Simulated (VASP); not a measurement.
# Li2Si2Au3 (C2/m) in VASP: single point with PBE

Aim: the single point of Li2Si2Au3 with PBE.

Everything below comes from runs of VASP 6.6.1. Logs are shortened: lines on timing, memory, paths and dates and some standing lists are left out, and cuts for length are marked.

### Step 1. The cell of the first run

The structure is monoclinic, space group C2/m (No. 12). Conventional cell: a = 10.050 Å, b = 4.267 Å, c = 5.688 Å, α = 90.00°, β = 107.59°, γ = 90.00°. Within 3.6 Å of Li (site symmetry m) lie 7 Au at 2.73 to 3.22 Å and 5 Si at 2.81 to 3.08 Å and 1 Li at 3.51 Å. Si (site symmetry m) has 1 Si at 2.33 Å and 4 Au at 2.41 to 3.01 Å and 5 Li at 2.81 to 3.08 Å within 3.1 Å. Within 3.2 Å of Au (site symmetry m) lie 3 Si at 2.41 to 3.01 Å and 4 Li at 2.73 to 3.08 Å and 3 Au at 2.85 to 2.92 Å. Within 3.3 Å of Au (site symmetry 2/m) lie 2 Si at 2.46 Å and 4 Li at 2.80 Å and 2 Au at 2.85 Å.

### Step 2. Single point, PBE (volume scaled by 0.94, then relaxed in part)

File INCAR:

```
  PREC = Accurate
  ENCUT = 520
  EDIFF = 1E-6
  ISMEAR = 0
  SIGMA = 0.1
  LREAL = False
  LASPH = True
  NELM = 60
  ALGO = Fast
  ISIF = 2
  LWAVE = False
  LCHARG = False
  GGA = PE
  NBANDS = 32
```

File KPOINTS:

```
regular mesh
0
Gamma
  8 8 6
```

File POSCAR:

```
Li2Si2Au3
1.0
    5.0231024550     -2.1332975511      0.1409606650
    5.0231024550      2.1332975511      0.1409606650
   -1.8708922878      0.0000000000      5.3718312366
Li Si Au
2 2 3
Direct
    0.6118523065      0.6118523065      0.8159433417
    0.3881476935      0.3881476935      0.1840566583
    0.1046597465      0.1046597465      0.1602159744
    0.8953402535      0.8953402535      0.8397840256
    0.2975924582      0.2975924582      0.6813289863
    0.7024075418      0.7024075418      0.3186710137
    0.0000000000      0.0000000000      0.5000000000
```

Potentials or basis: VASP PAW PBE potentials, release 64 (Li_sv, Si, Au).

On the command line:

```console
$ cat potpaw_PBE.64/Li_sv/POTCAR potpaw_PBE.64/Si/POTCAR potpaw_PBE.64/Au/POTCAR > POTCAR
$ mpirun -np 1 vasp_std > vasp.out
```

OUTCAR:

```text
PREC = Accurate
   ENCUT = 520
   EDIFF = 1E-6
   ISMEAR = 0
   LREAL = False
   LASPH = True
   NELM = 60
   ISIF = 2
   GGA = PE

 ion  position               nearest neighbor table
   1  0.612  0.612  0.816-   6 2.73   7 2.80   7 2.80   4 2.81   5 3.02   5 3.08   5 3.08
   2  0.388  0.388  0.184-   5 2.73   7 2.80   7 2.80   3 2.81   6 3.02   6 3.08   6 3.08
   3  0.105  0.105  0.160-   4 2.33   6 2.41   6 2.41   7 2.46   2 2.81   5 3.01
   4  0.895  0.895  0.840-   3 2.33   5 2.41   5 2.41   7 2.46   1 2.81   6 3.01
   5  0.298  0.298  0.681-   4 2.41   4 2.41   2 2.73   7 2.85   6 2.92   6 2.92   3 3.01   1 3.02
                             1 3.08   1 3.08   7 3.32   7 3.32
   6  0.702  0.702  0.319-   3 2.41   3 2.41   1 2.73   7 2.85   5 2.92   5 2.92   4 3.01   2 3.02
                             2 3.08   2 3.08   7 3.32   7 3.32
   7  0.000  0.000  0.500-   3 2.46   4 2.46   1 2.80   1 2.80   2 2.80   2 2.80   5 2.85   6 2.85
                             6 3.32   5 3.32   6 3.32   5 3.32

  LATTYP: Found a base centered monoclinic cell.
 ALAT       =    10.0501598360
 B/A-ratio  =     0.4245300743
 C/A-ratio  =     0.5659914523
 COS(beta)  =    -0.3022813746

  Lattice vectors:

 A1 = (   5.0231024550,  -2.1332975511,   0.1409606650)
 A2 = (   5.0231024550,   2.1332975511,   0.1409606650)
 A3 = (  -1.8708922878,   0.0000000000,   5.3718312366)

Analysis of symmetry for initial positions (statically):
=====================================================================
 Subroutine PRICEL returns:
 Original cell was already a primitive cell.

 Routine SETGRP: Setting up the symmetry group for a
 base centered monoclinic supercell.

 Subroutine GETGRP returns: Found  4 space group operations
 (whereof  4 operations were pure point group operations)
 out of a pool of  4 trial point group operations.

The static configuration has the point symmetry C_2h.

Analysis of symmetry for dynamics (positions and initial velocities):
=====================================================================
 Subroutine PRICEL returns:
 Original cell was already a primitive cell.

 Routine SETGRP: Setting up the symmetry group for a
 base centered monoclinic supercell.

 Subroutine GETGRP returns: Found  4 space group operations
 (whereof  4 operations were pure point group operations)
 out of a pool of  4 trial point group operations.

The dynamic configuration has the point symmetry C_2h.

 Subroutine INISYM returns: Found  4 space group operations
 (whereof  4 operations are pure point group operations),
 and found     1 'primitive' translations

----------------------------------------------------------------------------------------

                                     Primitive cell

  volume of cell :     116.2518

  direct lattice vectors                    reciprocal lattice vectors
     5.023102455 -2.133297551  0.140960665     0.098576632 -0.234378931  0.034332103
     5.023102455  2.133297551  0.140960665     0.098576632  0.234378931  0.034332103
    -1.870892288  0.000000000  5.371831237    -0.005173442  0.000000000  0.184354460

  length of vectors
     5.459156219  5.459156219  5.688304562     0.256572659  0.256572659  0.184427036

  position of ions in fractional coordinates (direct lattice)
     0.611852306  0.611852306  0.815943342
     0.388147694  0.388147694  0.184056658
     0.104659746  0.104659746  0.160215974
     0.895340254  0.895340254  0.839784026
     0.297592458  0.297592458  0.681328986
     0.702407542  0.702407542  0.318671014
     0.000000000  0.000000000  0.500000000

  ion indices of the primitive-cell ions
   primitive index   ion index
                 1           1
                 2           2
                 3           3
                 4           4
                 5           5
                 6           6
                 7           7

----------------------------------------------------------------------------------------

 KPOINTS: regular mesh

Automatic generation of k-mesh.
 Grid dimensions read from file:
 generate k-points for:    8    8    6

 Generating k-lattice:

  Cartesian coordinates                     Fractional coordinates (reciprocal lattice)
     0.012322079 -0.029297366  0.004291513     0.125000000  0.000000000  0.000000000
     0.012322079  0.029297366  0.004291513     0.000000000  0.125000000  0.000000000
    -0.000862240  0.000000000  0.030725743     0.000000000  0.000000000  0.166666667

  Length of vectors
     0.032071582  0.032071582  0.030737839

  Shift w.r.t. Gamma in fractional coordinates (k-lattice)
     0.000000000  0.000000000  0.000000000

 Subroutine IBZKPT returns following result:
 ===========================================

 Found    114 irreducible k-points:

 Following reciprocal coordinates:
            Coordinates               Weight
  0.000000  0.000000  0.000000      1.000000
  0.125000 -0.000000  0.000000      4.000000
  0.250000 -0.000000  0.000000      4.000000
  0.375000 -0.000000 -0.000000      4.000000
  0.500000 -0.000000  0.000000      2.000000
  0.125000  0.125000  0.000000      2.000000
[... 16 lines left out ...]
  0.125000 -0.000000  0.166667      4.000000
  0.250000 -0.000000  0.166667      4.000000
 [... further k-points ...]
   k-points           NKPTS =    114   k-points in BZ     NKDIM =    114   number of bands    NBANDS=     32
   number of dos      NEDOS =    301   number of ions     NIONS =      7
   total plane-waves  NPLWV =  74088
   dimension x,y,z NGX =    42 NGY =   42 NGZ =   42
   dimension x,y,z NGXF=    84 NGYF=   84 NGZF=   84
   ions per type =               2   2   3
   NGX,Y,Z   is equivalent  to a cutoff of  12.79, 12.79, 12.27 a.u.
   NGXF,Y,Z  is equivalent  to a cutoff of  25.58, 25.58, 24.55 a.u.
 SYSTEM =  unknown system
   PREC   = accura    normal or accurate (medium, high low for compatibility)
   ISTART =      0    job   : 0-new  1-cont  2-samecut
   ICHARG =      2    charge: 1-file 2-atom 10-const
   ISPIN  =      1    spin polarized calculation?
   LNONCOLLINEAR =      F non collinear calculations
   LSORBIT =      F    spin-orbit coupling
   LASPH  =      T    aspherical Exc in radial PAW
   ENCUT  =  520.0 eV  38.22 Ry    6.18 a.u.  10.15 10.15 10.58*2*pi/ulx,y,z
   NELM   =     60;   NELMIN=  2; NELMDL= -5     # of ELM steps
   EDIFF  = 0.1E-05   stopping-criterion for ELM
   LREAL  =      F    real-space projection
   EDIFFG = 0.1E-04   stopping-criterion for IOM
   NSW    =      0    number of steps for IOM
   IBRION =     -1    ionic relax: 0-MD 1-quasi-New 2-CG
   NFREE  =      0    steps in history (QN), initial steepest desc. (CG)
   ISIF   =      2    stress and relaxation
   ISYM   =      2    0-nonsym 1-usesym 2-fastsym
   POTIM  = 0.5000    time-step for ionic-motion
   TEBEG  =    0.0;   TEEND  =   0.0 temperature during run
   PSTRESS=    0.0 pullay stress
   NELECT =      47.0000    total number of electrons
   NUPDOWN=      -1.0000    fix difference up-down
   EMIN   =  10.00;   EMAX   =-10.00  energy-range for DOS
   EFERMI =   0.00;   METHOD = LEGACY
   ISMEAR =     0;   SIGMA  =   0.10  broadening in eV -4-tet -1-fermi 0-gaus
   EFERMI_NEDOS =   21; number of points for ismear=-14 and -15
   IALGO  =     68    algorithm
   IMIX   =      4    mixing-type and parameters
     AMIX     =   0.40;   BMIX     =  1.00
     AMIX_MAG =   1.60;   BMIX_MAG =  1.00
  volume/ion in A,a.u.               =      16.61       112.07
  Fermi-wavevector in a.u.,A,eV,Ry     =   1.210526  2.287563 19.937618  1.465374
  Thomas-Fermi vector in A             =   2.346070
   LORBIT       =      0    0 simple, 1 ext, 2 COOP (PROOUT), +10 PAW based schemes
   GGA     = PE    functional components
   LHFCALC =     F    Hartree Fock is set to
   AEXX    =    0.0000 exact exchange contribution
   IVDW    =     0    specifies the selected vdW correction
   LEPSILON=     F    determine dielectric tensor
   LRPA    =     F    only Hartree local field effects (RPA)
 non-spin polarized calculation
 RMM-DIIS sequential band-by-band and
 Gauss-broadening in eV      SIGMA  =   0.10
  energy-cutoff  :      520.00
  volume of cell :      116.25
 maximum number of plane-waves:      3150
 NGX is ok and might be reduce to    42
   NGX = 21   NGY = 21   NGZ = 21

 number of electron      47.0000000 magnetization

 Free energy of the ion-electron system (eV)
  ---------------------------------------------------
  ext. energy  EPLUGINS =         0.00000000
  ---------------------------------------------------
  free energy    TOTEN  =       -26.62249158 eV

  energy without entropy =      -26.61799825  energy(sigma->0) =      -26.62024491

 E-fermi :   6.9843     XC(G=0): -10.6389

 val. band max:        6.9764509796   @ k =   0.0000   0.0000   0.0000
 cond. band min:       7.0024855936   @ k =  -0.1250   0.5000   0.3333
 fundamental gap:      0.0260346140
 Fermi energy:         6.9843324460

 k-point     1 :       0.0000    0.0000    0.0000
  band No.  band energies     occupation
      1     -39.3656      2.00000
      2     -39.3636      2.00000
      3      -4.1880      2.00000
      4      -1.4744      2.00000
      5       0.2193      2.00000
      6       0.7092      2.00000
[... 24 lines left out ...]
     31      12.8048      0.00000
     32      13.1138      0.00000

 k-point     2 :       0.1250   -0.0000    0.0000
  band No.  band energies     occupation
      1     -39.3655      2.00000
      2     -39.3637      2.00000
      3      -4.0655      2.00000
      4      -1.4172      2.00000
      5       0.1283      2.00000
      6       0.7458      2.00000
[... 24 lines left out ...]
     31      12.4640      0.00000
     32      12.9998      0.00000
[... 733 lines left out ...]
     31      12.3425      0.00000
     32      12.9131      0.00000

 k-point    24 :       0.2500   -0.0000    0.1667
  band No.  band energies     occupation
      1     -39.3652      2.00000
      2     -39.3639      2.00000
      3      -3.5617      2.00000
      4      -1.6208      2.00000
      5       0.2920      2.00000
      6       0.6230      2.00000
[... 24 lines left out ...]
     31      12.5634      0.00000
     32      13.5829      0.00000

 [... further k-points ...]

------------------------ aborting loop because EDIFF is reached ----------------------------------------

  FORCE on cell =-STRESS in cart. coord.  units (eV):
  Direction    XX          YY          ZZ          XY          YZ          ZX
  --------------------------------------------------------------------------------------
  -------------------------------------------------------------------------------------
  Total        2.4917048      2.4973676      2.4551924      0.0000000      0.0000000     -0.0242452
  in kB       34.3405578     34.4186032     33.8373466      0.0000000      0.0000000     -0.3341468
  external PRESSURE =      34.1988359 kB  Pullay stress =       0.0000000 kB

 VOLUME and BASIS-vectors are now :
 -----------------------------------------------------------------------------
  energy-cutoff  :      520.00
  volume of cell :      116.25
      direct lattice vectors                 reciprocal lattice vectors
     5.023102455 -2.133297551  0.140960665     0.098576632 -0.234378931  0.034332103
     5.023102455  2.133297551  0.140960665     0.098576632  0.234378931  0.034332103
    -1.870892288  0.000000000  5.371831237    -0.005173442  0.000000000  0.184354460

 POSITION                                       TOTAL-FORCE (eV/Angst)
 -----------------------------------------------------------------------------------
      4.62025      0.00000      4.55560        -0.000651      0.000000     -0.002285
      3.55506      0.00000      1.09815         0.000651      0.000000      0.002285
      0.75169      0.00000      0.89016        -0.005074      0.000000      0.005065
      7.42363      0.00000      4.76359         0.005074      0.000000     -0.005065
      1.71498      0.00000      3.74388        -0.004956      0.000000     -0.008337
      6.46033      0.00000      1.90987         0.004956      0.000000      0.008337
     -0.93545      0.00000      2.68592         0.000000     -0.000000      0.000000
 -----------------------------------------------------------------------------------
    total drift:                               -0.000000     -0.000000      0.000000

  FREE ENERGIE OF THE ION-ELECTRON SYSTEM (eV)
  ---------------------------------------------------
  free  energy   TOTEN  =       -26.6224915770 eV

  energy  without entropy=      -26.6179982480  energy(sigma->0) =      -26.62024491
```

Run time: 6.7 min. Hardware: 1 thread of Intel Xeon 6975P-C (Granite Rapids), shared host; peak memory 0.5 GiB.

Results:

```
Free energy   : -26.6225 eV
Largest force : 0.010 eV/Å
```

Forces in eV/Å, atoms in the order of the input:
```
Li  -0.001  0.000 -0.002
Li   0.001  0.000  0.002
Si  -0.005  0.000  0.005
Si   0.005  0.000 -0.005
Au  -0.005  0.000 -0.008
Au   0.005  0.000  0.008
Au   0.000  0.000  0.000
```

Caveat: the cutoff is under 1.25 times the usual one of these potentials, so pressure, stress and relaxed cells hold a basis-set (Pulay) error; spin-orbit coupling is left out, which moves the levels of the heavy elements.
